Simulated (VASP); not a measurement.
Write the native input for VASP 6.6.1 that does the following.

* Task: single point
* Functional: PBEsol
* Potentials or basis: VASP PAW PBE potentials, release 64 (W_sv, S)
* Cutoff: 520 eV
* k mesh: 12 × 12 × 12
* Occupations: gaussian, width 0.05 eV
* Spin: no spin polarisation
* Dipole correction: no
* Further INCAR settings: ALGO = Normal; EDIFF = 1e-06; NBANDS = 20

The structure of WS2 lies in POSCAR:

```
WS2
1.0
    1.5974104533      0.9222653552      6.5615786845
   -1.5974104533      0.9222653552      6.5615786845
    0.0000000000     -1.8445307105      6.5615786845
W S
1 2
Direct
    0.9993284863      0.9993284863      0.9993284863
    0.7479630314      0.7479630314      0.7479630314
    0.5840084823      0.5840084823      0.5840084823
```

This cell differs from its parent crystal: strain +0.015 along x and y, +0.030 along z.

These files were run (other wordings do the same):

INCAR

```
SYSTEM = WS2
PREC     = Accurate       ! precision mode
ENCUT    = 520            ! plane-wave cutoff, eV
EDIFF    = 1E-6           ! SCF threshold, eV
ISMEAR   = 0              ! smearing method
SIGMA    = 0.05           ! smearing width, eV
LREAL    = .False.        ! projectors in reciprocal space
LASPH    = .True.         ! aspherical terms in the spheres
NELM     = 80             ! most SCF steps
ALGO     = Normal         ! electronic algorithm
ISIF     = 2              ! what is computed and relaxed
LWAVE    = .False.        ! write WAVECAR
LCHARG   = .False.        ! write CHGCAR
GGA      = PS             ! functional
NBANDS   = 20             ! bands
```

KPOINTS

```
regular mesh
0
Gamma
  12 12 12
  0 0 0
```

Potentials or basis: VASP PAW PBE potentials, release 64 (W_sv, S).

Run with:

```bash
$ cat potpaw_PBE.64/W_sv/POTCAR potpaw_PBE.64/S/POTCAR > POTCAR
$ mpirun -np 1 vasp_std > vasp.out
```

It gave:

```yaml
Pressure: -8.6 GPa
Largest_force: 1.151 eV/Å
Band_gap_on_the_k_mesh: 1.23 eV (least direct gap 1.88 eV)
```

Caveat: the cell differs from its parent crystal (strain +0.015 along x and y, +0.030 along z); the cell stands under tension; the PAW data sets were made with another functional, which shifts forces and pressure a little; spin-orbit coupling is left out, which moves the levels of the heavy elements.

Run time: 13 min on 1 thread of Intel(R) Xeon(R) Platinum 8488C (Sapphire Rapids), on a shared host, peak memory 0.52 GiB.
